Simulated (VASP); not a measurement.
A run of VASP 6.6.1:

The input INCAR:

```
  ALGO = Normal
  EDIFF = 1E-6
  ENCUT = 500
  GGA = PS
  GGA_COMPAT = F
  ISIF = 2
  ISMEAR = 0
  LASPH = T
  LCHARG = F
  LREAL = F
  LWAVE = F
  NBANDS = 17
  NELM = 120
  PREC = Accurate
  SIGMA = 0.05
```

File KPOINTS:

```
k-points
0
Gamma
  8 8 8
```

Contents of POSCAR:

```
TlBr
1.0
    3.9123210457      0.0000000000      0.0000000000
    0.0000000000      3.9123210457      0.0000000000
    0.0000000000      0.0000000000      3.9123210457
Tl Br
1 1
Direct
    0.0000000000      0.0000000000      0.0000000000
    0.5000000000      0.5000000000      0.5000000000
```

Potentials or basis: VASP PAW PBE potentials, release 64 (Tl_d, Br).

The run is started by

```sh
$ cat potpaw_PBE.64/Tl_d/POTCAR potpaw_PBE.64/Br/POTCAR > POTCAR
$ mpirun -np 1 vasp_std > vasp.out
```

Hardware: 1 thread of Intel(R) Xeon(R) Platinum 8488C (Sapphire Rapids), with other jobs on the host.

How long does it take, and how much memory?

Wall time 18 s on 1 thread of Intel(R) Xeon(R) Platinum 8488C (Sapphire Rapids), on a shared host, peak memory 0.18 GiB. Counts: scf iterations 12, k points 35.
